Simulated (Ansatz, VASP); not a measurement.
## One calculation of Bi2Se3, two programs

```
CELL_PARAMETERS angstrom
2.05760 1.18795 9.48127
-2.05760 1.18795 9.48127
0.00000 -2.37591 9.48127
ATOMIC_POSITIONS crystal
Bi 0.59920 0.59920 0.59920
Bi 0.40080 0.40080 0.40080
Se 0.78830 0.78830 0.78830
Se 0.21170 0.21170 0.21170
Se 0.00000 0.00000 0.00000
```

Alike in both runs: task single point; functional BLYP; k mesh 8 × 8 × 8; occupations fermi-dirac, width 0.05 eV; no spin polarisation.

|  | VASP | Ansatz |
| --- | --- | --- |
| version | VASP 6.6.1 | Ansatz 0.2.0 |
| potentials or method | VASP PAW PBE potentials, release 64 (Bi_d, Se) | Ansatz PAW |
| plane-wave cutoff (eV) | 520 | 420 |
| valence electrons in the cell | 48 | 78 |

```tsv
	VASP	Ansatz	Ansatz less VASP
gap on the k mesh at the Fermi level (eV)	0.25	0.25	+0.005
least direct gap on the mesh (eV)	0.25	0.25	+0.005
pressure (GPa)	8.1	7.9	-0.27
traceless stress, the component that is largest in VASP (GPa)	-0.27	-0.26	+0.006
rms of the force components (eV/Å)	0.201	0.184	-0.0169
```

VASP's potentials were made for PBE, not for BLYP. Atom by atom the forces differ by 0.017 eV/Å (rms over components). VASP's potentials hold 48 valence electrons a cell and Ansatz's 78, so a difference there can come from the potentials and not from the codes.

Neither program's run includes spin-orbit coupling.
